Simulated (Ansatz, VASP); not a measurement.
One calculation of CaC2, two programs

```
CELL_PARAMETERS angstrom
-1.83758 1.83758 3.04201
1.83758 -1.83758 3.04201
1.83758 1.83758 -3.04201
ATOMIC_POSITIONS crystal
Ca 0.00000 0.00000 0.00000
C 0.59789 0.59789 0.00000
C 0.40211 0.40211 0.00000
```

Change from the starting cell: strain -0.050 along x and y, -0.050 along z, atoms carried along.

Alike in both runs: task single point; functional LDA; k mesh 10 × 10 × 10; occupations gaussian, width 0.05 eV; no spin polarisation.

|  | VASP | Ansatz |
| --- | --- | --- |
| version | VASP 6.6.1 | Ansatz 0.2.0 |
| potentials or method | VASP PAW LDA potentials, release 64 (Ca_sv, C), cutoff 520 eV | scalar-relativistic, plane waves, PAW |
| valence electrons in the cell | 18 | 18 |

|  | VASP | Ansatz | Ansatz less VASP |
| --- | --- | --- | --- |
| gap on the k mesh at the Fermi level (eV) | 0.81 | 0.82 | +0.015 |
| least direct gap on the mesh (eV) | 2.05 | 2.06 | +0.013 |
| pressure (GPa) | 14.4 | 13.8 | -0.67 |
| traceless stress, the component that is largest in VASP (GPa) | 19.76 | 19.22 | -0.548 |
| rms of the force components (eV/Å) | 2.551 | 2.480 | -0.0709 |

LDA's correlation is that of Perdew and Zunger in VASP and of Perdew and Wang (1992) in Ansatz. Atom by atom the forces differ by 0.071 eV/Å (rms over components).
